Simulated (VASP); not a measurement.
Set up this calculation in VASP 6.6.1, as the native input.

- Task: single point
- Functional: PBEsol
- Potentials or basis: VASP PAW PBE potentials, release 64 (Al, Ni)
- Cutoff: 520 eV
- k mesh: 16 × 16 × 16
- Occupations: fermi-dirac, width 0.05 eV
- Spin: no spin polarisation
- Dipole correction: no
- Further INCAR settings: ALGO = Normal; EDIFF = 1e-06; NBANDS = 14

The structure of AlNi lies in POSCAR:

```
AlNi
1.0
    2.8268679724      0.0000000000      0.0000000000
    0.0000000000      2.8268679724      0.0000000000
    0.0000000000      0.0000000000      2.8268679724
Al Ni
1 1
Direct
    0.0000000000      0.0000000000      0.0000000000
    0.5000000000      0.5000000000      0.5000000000
```

The input as run:

INCAR

```
PREC = Accurate ; ENCUT = 520
EDIFF = 1E-6 ; ISMEAR = -1
SIGMA = 0.05 ; LREAL = F
LASPH = T ; NELM = 60
ALGO = Normal ; ISIF = 2
LWAVE = F ; LCHARG = F
GGA = PS ; NBANDS = 14
```

KPOINTS

```
Automatic mesh
0
Gamma
  16 16 16
```

Potentials or basis: VASP PAW PBE potentials, release 64 (Al, Ni).

Command:

```bash
$ cat potpaw_PBE.64/Al/POTCAR potpaw_PBE.64/Ni/POTCAR > POTCAR
$ mpirun -np 1 vasp_std > vasp.out
```

Results of the run:

```yaml
Pressure: 7.2 GPa
```

Caveat: the PAW data sets were made with another functional, which shifts forces and pressure a little.

Wall time 100 s on 1 thread of AMD EPYC 7R13, on a shared host, peak memory 0.15 GiB.
